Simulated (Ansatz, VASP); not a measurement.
## One calculation of TaN, two programs

INCAR

```
SYSTEM = TaN
PREC     = Accurate       ! precision mode
ENCUT    = 520            ! plane-wave cutoff, eV
EDIFF    = 1E-6           ! SCF threshold, eV
ISMEAR   = -1             ! smearing method
SIGMA    = 0.01           ! smearing width, eV
LREAL    = .False.        ! projectors in reciprocal space
LASPH    = .True.         ! aspherical terms in the spheres
NELM     = 100            ! most SCF steps
ALGO     = Normal         ! electronic algorithm
ISIF     = 2              ! what is computed and relaxed
LWAVE    = .False.        ! write WAVECAR
LCHARG   = .False.        ! write CHGCAR
GGA      = PE             ! functional
NBANDS   = 24             ! bands
```

KPOINTS

```
Automatic mesh
0
Gamma
  9 9 5
  0 0 0
```

File POSCAR:

```
TaN
1.0
    3.1098202203      0.0000000000      0.0000000000
   -1.5549101102      2.6931833120      0.0000000000
    0.0000000000      0.0000000000      5.0368873428
Ta N
2 2
Direct
    0.3333333333      0.6666666667      0.0000000000
    0.6666666667      0.3333333333      0.5000000000
    0.3333333333      0.6666666667      0.3850000000
    0.6666666667      0.3333333333      0.8850000000
```

Input for Ansatz:

```yaml
crystal:
  lattice:
    - [3.1098202203, 0.0, 0.0]
    - [-1.5549101102, 2.693183312, 0.0]
    - [0.0, 0.0, 5.0368873428]
  atoms:
    - { symbol: Ta, position: [0.3333333333, 0.6666666667, 0.0] }
    - { symbol: Ta, position: [0.6666666667, 0.3333333333, 0.5] }
    - { symbol: "N", position: [0.3333333333, 0.6666666667, 0.385] }
    - { symbol: "N", position: [0.6666666667, 0.3333333333, 0.885] }
kpoints:
  mp_grid: { grid: [9, 9, 5] }
  band_path:
    path:
      - [0.0, 0.0, 0.0]
      - [0.5, 0.0, 0.0]
      - [0.3333333333, 0.3333333333, 0.0]
      - [0.0, 0.0, 0.0]
      - [0.0, 0.0, 0.5]
      - [0.5, 0.0, 0.5]
      - [0.3333333333, 0.3333333333, 0.5]
      - [0.0, 0.0, 0.5]
      - [0.5, 0.0, 0.5]
    npoints: 5
scf:
  occupations: { method: fermi_dirac, width: 0.01 }
hamiltonian:
  xc: pbe
  pseudopotentials: { kind: all_electron, lapw: { basis_error: 0.001 } }
output:
  forces: true
  stress: true
  eigenvalues: true
```

Change from the starting cell: volume scaled by 1.06.

Alike in both runs: task single point; functional PBE; k mesh 9 × 9 × 5; occupations fermi-dirac, width 0.01 eV; no spin polarisation.

|  | VASP | Ansatz |
| --- | --- | --- |
| version | VASP 6.6.1 | Ansatz 0.2.0 |
| potentials or method | VASP PAW PBE potentials, release 64 (Ta_pv, N), cutoff 520 eV | all-electron LAPW, scalar-relativistic |

|  | VASP | Ansatz | Ansatz less VASP |
| --- | --- | --- | --- |
| pressure (GPa) | 101.0 | 97.1 | -3.89 |
| traceless stress, the component that is largest in VASP (GPa) | -12.78 | -12.25 | +0.529 |
| rms of the force components (eV/Å) | 1.263 | 1.237 | -0.0259 |

Atom by atom the forces differ by 0.026 eV/Å (rms over components). Both programs put the cell under a high pressure, so it lies far from rest at this level. Ansatz ran all-electron here, and VASP with PAW potentials.

Neither program's run includes spin-orbit coupling. Noted on VASP's run: the cell as given lies far from equilibrium.
